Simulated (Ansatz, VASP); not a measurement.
**W: VASP beside Ansatz**

The input POSCAR:

```
W
1.0
   -1.6099897893      1.6099897893      1.6099897893
    1.6099897893     -1.6099897893      1.6099897893
    1.6099897893      1.6099897893     -1.6099897893
W
1
Direct
    0.0000000000      0.0000000000      0.0000000000
```

INCAR.step1

```
ALGO     = Normal         # electronic algorithm
EDIFF    = 1E-4           # SCF threshold, eV
ENCUT    = 520            # plane-wave cutoff, eV
GGA      = PE             # functional
ISMEAR   = 1              # smearing method
LASPH    = True           # aspherical terms in the spheres
LCHARG   = False          # write CHGCAR
LREAL    = False          # projectors in reciprocal space
LWAVE    = True           # write WAVECAR
NBANDS   = 13             # bands
NELM     = 100            # most SCF steps
PREC     = Accurate       # precision mode
SIGMA    = 0.1            # smearing width, eV
```

INCAR.step2

```
ALGO     = Normal         # electronic algorithm
EDIFF    = 1E-6           # SCF threshold, eV
ENCUT    = 520            # plane-wave cutoff, eV
ISIF     = 2              # what is computed and relaxed
ISMEAR   = 1              # smearing method
ISTART   = 1            
LASPH    = True           # aspherical terms in the spheres
LCHARG   = True           # write CHGCAR
LELF     = True           # ELF
LMIXTAU  = True         
LREAL    = False          # projectors in reciprocal space
LVHAR    = True         
LWAVE    = False          # write WAVECAR
METAGGA  = R2SCAN         # meta-GGA
NBANDS   = 13             # bands
NELM     = 100            # most SCF steps
PREC     = Accurate       # precision mode
SIGMA    = 0.1            # smearing width, eV
```

File KPOINTS:

```
k-points
0
Gamma
  13 13 13
```

Input for Ansatz:

```yaml
crystal:
  lattice:
    - [-1.609989789303149, 1.609989789303149, 1.609989789303149]
    - [1.609989789303149, -1.609989789303149, 1.609989789303149]
    - [1.609989789303149, 1.609989789303149, -1.609989789303149]
  atoms:
    - { symbol: W, position: [0.0, 0.0, 0.0] }
basis:
  ecutwfc: 650.0
kpoints:
  mp_grid:
    grid: [13, 13, 13]
hamiltonian:
  xc: r2scan
scf:
  convergence:
    dr2_threshold: 1.0e-10
  occupations:
    method: methfessel_paxton
output:
  stress: true
```

Alike in both runs: task single point; functional r2SCAN; k mesh 13 × 13 × 13; no spin polarisation.

|  | VASP | Ansatz |
| --- | --- | --- |
| version | VASP 6.6.1 | Ansatz 0.2.0 |
| potentials or method | VASP PAW PBE potentials, release 64 (W_sv), cutoff 520 eV | plane waves, PAW |
| occupations | methfessel-paxton of order 1, width 0.1 eV | methfessel-paxton of order 1 |
| valence electrons in the cell | 14 | 14 |

|  | VASP | Ansatz | Ansatz less VASP |
| --- | --- | --- | --- |
| pressure (GPa) | -13.3 | -14.3 | -0.97 |

VASP's potentials were made for PBE, not for r2SCAN.

Neither program's run includes spin-orbit coupling.
